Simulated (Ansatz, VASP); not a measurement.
Two plane-wave programs on FePt

```
Pt Fe
1.0
     2.75934    0.00000    0.00000
     0.00000    2.75934    0.00000
     0.00000    0.00000    3.76895
Pt Fe
1 1
Cartesian
  1.3797 1.3797 1.8845
  0.0000 0.0000 0.0000
```

Alike in both runs: task single point; functional LDA; k mesh 10 × 10 × 7; occupations fermi-dirac, width 0.05 eV; collinear spin.

```csv
,VASP,Ansatz
version,VASP 6.6.1,Ansatz 0.2.0
potentials or method,"VASP PAW LDA potentials, release 64 (Pt, Fe)",JTH PAW LDA
plane-wave cutoff (eV),520,1320
valence electrons in the cell,18,26
```

Ansatz gave:

| Property | Result |
| --- | --- |
| gap on the k mesh at the Fermi level (eV) | none |
| pressure (GPa) | -19.3 |
| traceless stress, the component that is largest in VASP (GPa) | 0.60 |
| net moment per atom (μB) | 1.65 |
| size of the moment on the site where the two differ most (μB) | 2.94 |

**Question.** Estimate VASP's values.

**Answer.** gap on the k mesh at the Fermi level (eV): none; pressure (GPa): -19.7; traceless stress, the component that is largest in VASP (GPa): 0.90; net moment per atom (μB): 1.62; size of the moment on the site where the two differ most (μB): 2.85.

LDA's correlation is that of Perdew and Zunger in VASP and of Perdew and Wang (1992) in Ansatz. Site moments also hang on the region over which each program counts them. A gap of «none» marks a metal or a gap that the smearing closes. VASP's potentials hold 18 valence electrons a cell and Ansatz's 26, so a difference there can come from the potentials and not from the codes.

Neither program's run includes spin-orbit coupling.
